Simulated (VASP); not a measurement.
# Cs3Sc2I9: single point with PBE

The system is Cs3Sc2I9.

```
Cs Sc I
1.0
     8.50659    0.00000    0.00000
    -4.25329    7.36692    0.00000
     0.00000    0.00000   21.37010
Cs Sc I
6 4 18
Direct
  0.33333 0.66667 0.06954
  0.66667 0.33333 0.93046
  0.66667 0.33333 0.56954
  0.33333 0.66667 0.43046
  0.00000 0.00000 0.25000
  0.00000 0.00000 0.75000
  0.33333 0.66667 0.65859
  0.66667 0.33333 0.34141
  0.66667 0.33333 0.15859
  0.33333 0.66667 0.84141
  0.17029 0.34058 0.58961
  0.82971 0.65943 0.41039
  0.65943 0.82971 0.58961
  0.82971 0.65943 0.08961
  0.34058 0.17029 0.41039
  0.17029 0.34058 0.91039
  0.17029 0.82971 0.58961
  0.34058 0.17029 0.08961
  0.82971 0.17029 0.41039
  0.65943 0.82971 0.91039
  0.82971 0.17029 0.08961
  0.17029 0.82971 0.91039
  0.51040 0.02080 0.25000
  0.48960 0.97920 0.75000
  0.97920 0.48960 0.25000
  0.02080 0.51040 0.75000
  0.51040 0.48960 0.25000
  0.48960 0.51040 0.75000
```

| Quantity | Value |
| --- | --- |
| Program | VASP 6.6.1 |
| Task | single point |
| Functional | PBE |
| Potentials or basis | VASP PAW PBE potentials, release 64 (Cs_sv, Sc_sv, I) |
| Cutoff | 520 eV |
| k mesh | 3 × 3 × 1 |
| Occupations | gaussian, width 0.1 eV |
| Spin | no spin polarisation |
| Dipole correction | no |
| Further INCAR settings | LREAL = Auto; ALGO = Normal; EDIFF = 1e-06; NBANDS = 132 |

```yaml
Pressure: -0.1 GPa
Largest_force: 0.048 eV/Å
Band_gap_on_the_k_mesh: 2.09 eV, direct
```

Forces in eV/Å, atoms in the order of the input:
```
Cs   0.000  0.000 -0.033
Cs   0.000  0.000  0.033
Cs   0.000  0.000 -0.033
Cs   0.000  0.000  0.033
Cs   0.000  0.000  0.000
Cs   0.000  0.000  0.000
Sc   0.000  0.000 -0.048
Sc   0.000  0.000  0.048
Sc   0.000  0.000 -0.048
Sc   0.000  0.000  0.048
I    0.000  0.026  0.016
I    0.000 -0.026 -0.016
I   -0.022 -0.013  0.016
I    0.000 -0.026  0.016
I    0.022  0.013 -0.016
I    0.000  0.026 -0.016
I    0.022 -0.013  0.016
I    0.022  0.013  0.016
I   -0.022  0.013 -0.016
I   -0.022 -0.013 -0.016
I   -0.022  0.013  0.016
I    0.022 -0.013 -0.016
I    0.000  0.021  0.000
I    0.000 -0.021  0.000
I   -0.018 -0.010  0.000
I    0.018  0.010  0.000
I    0.018 -0.010  0.000
I   -0.018  0.010  0.000
```

Levels at points of the mesh, in eV from the valence-band top:
```tsv
k point	band 110	band 111	band 112	band 113	band 114	band 115
(0.00, 0.00, 0.00)	-0.07	-0.07	0.00	2.09	2.20	2.42
```

Run time: 38 min on 1 thread of AMD EPYC 7571, on a shared host, peak memory 1.3 GiB.

Caveat: spin-orbit coupling is left out, which moves the levels of the heavy elements. A k mesh can miss the band edges.
